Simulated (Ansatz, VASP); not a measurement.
**Ta2N in VASP and in Ansatz**

```xyz
9
Lattice="5.2289 0.0000 0.0000 -2.6144 4.5283 0.0000 0.0000 0.0000 4.8835" Properties=species:S:1:pos:R:3 pbc="T T T"
Ta    1.7436    3.0201    3.6753
Ta   -0.8708    1.5082    3.6753
Ta    1.7416    0.0000    3.6753
Ta    0.8708    1.5082    1.2081
Ta   -1.7436    3.0201    1.2081
Ta    3.4873    0.0000    1.2081
N     2.6144    1.5094    2.4417
N     0.0000    3.0189    2.4417
N     0.0000    0.0000    0.0000
```

Alike in both runs: functional LDA; k mesh 9 × 9 × 8; occupations gaussian, width 0.1 eV; no spin polarisation.

Ansatz relaxed the structure, and its values are those at the end. VASP's run is a single point on that final structure, the one shown.

|  | VASP | Ansatz |
| --- | --- | --- |
| version | VASP 6.6.1 | Ansatz 0.2.0 |
| potentials or method | VASP PAW LDA potentials, release 64 (Ta_pv, N), cutoff 520 eV | scalar-relativistic, plane waves, PAW |
| valence electrons in the cell | 81 | 93 |

|  | VASP | Ansatz | Ansatz less VASP |
| --- | --- | --- | --- |
| gap on the k mesh at the Fermi level (eV) | none | none | - |
| pressure (GPa) | 1.6 | 0.0 | -1.59 |
| rms of the force components (eV/Å) | 0.008 | 0.000 | -0.0072 |

Ansatz warns that its potentials were made for another functional, while VASP's fit it. LDA's correlation is that of Perdew and Zunger in VASP and of Perdew and Wang (1992) in Ansatz. A gap of «none» marks a metal or a gap that the smearing closes. VASP's potentials hold 81 valence electrons a cell and Ansatz's 93, so a difference there can come from the potentials and not from the codes.

Spin-orbit coupling is off throughout.
